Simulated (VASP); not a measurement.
**CuI (Marshite): single point with PBE**

CuI (Marshite):

```
I Cu
1.0
     0.00000    3.03150    3.03150
     3.03150    0.00000    3.03150
     3.03150    3.03150    0.00000
I Cu
1 1
Direct
  0.00000 0.00000 0.00000
  0.75000 0.75000 0.75000
```

```json
{
 "Program": "VASP 6.6.1",
 "Task": "single point",
 "Functional": "PBE",
 "Potentials or basis": "VASP PAW PBE potentials, release 64 (I, Cu)",
 "Cutoff": "520 eV",
 "k mesh": "8 × 8 × 8",
 "Occupations": "gaussian, width 0.03 eV",
 "Spin": "no spin polarisation",
 "Dipole correction": "no",
 "Further INCAR settings": "ALGO = Normal; EDIFF = 1e-06; NBANDS = 16"
}
```

The pressure is 0.7 GPa and the band gap on the k mesh is 1.14 eV, direct.

Levels at points of the mesh, in eV from the valence-band top:
```csv
k point,band 7,band 8,band 9,band 10,band 11,band 12
"(0.00, 0.00, 0.00)",0.00,0.00,0.00,1.14,4.87,4.87
"(0.50, 0.00, 0.00)",-1.78,-0.71,-0.71,2.16,5.41,5.41
"(0.50, 0.50, 0.00)",-1.77,-1.50,-1.50,2.72,2.91,9.19
```

It took 8.7 s on 1 thread of Intel(R) Xeon(R) 6975P-C (Granite Rapids) (shared host), peak memory 0.18 GiB.

Caveat: spin-orbit coupling is left out, which moves the levels of the heavy elements. As with any semilocal functional, this PBE gap is likely too small.
